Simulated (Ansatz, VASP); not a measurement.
Two plane-wave programs on AlN

```
CELL_PARAMETERS angstrom
0.00000 2.03452 2.01417
2.03452 0.00000 2.01417
2.03452 2.03452 0.00000
ATOMIC_POSITIONS crystal
Al 0.50000 0.50000 0.50000
N 0.00000 0.00000 0.00000
```

Change from the starting cell: strain -0.0100 x Voigt [0, 0, 1, 0, 0, 0], atoms carried along.

Alike in both runs: task single point; functional PBEsol; k mesh 10 × 10 × 10; occupations gaussian, width 0.05 eV; no spin polarisation.

|  | VASP | Ansatz |
| --- | --- | --- |
| version | VASP 6.6.1 | Ansatz 0.2.0 |
| potentials or method | VASP PAW PBE potentials, release 64 (Al, N), cutoff 520 eV | scalar-relativistic, plane waves, PAW |
| valence electrons in the cell | 8 | 8 |

VASP gave:

| Item | Value |
| --- | --- |
| gap on the k mesh at the Fermi level (eV) | 4.38 |
| least direct gap on the mesh (eV) | 5.52 |
| pressure (GPa) | -2.0 |
| traceless stress, the component that is largest in VASP (GPa) | 1.87 |

Q: Which values does Ansatz return?

A: gap on the k mesh at the Fermi level (eV): 4.39; least direct gap on the mesh (eV): 5.50; pressure (GPa): -1.9; traceless stress, the component that is largest in VASP (GPa): 1.86.

VASP's potentials were made for PBE, not for PBEsol.
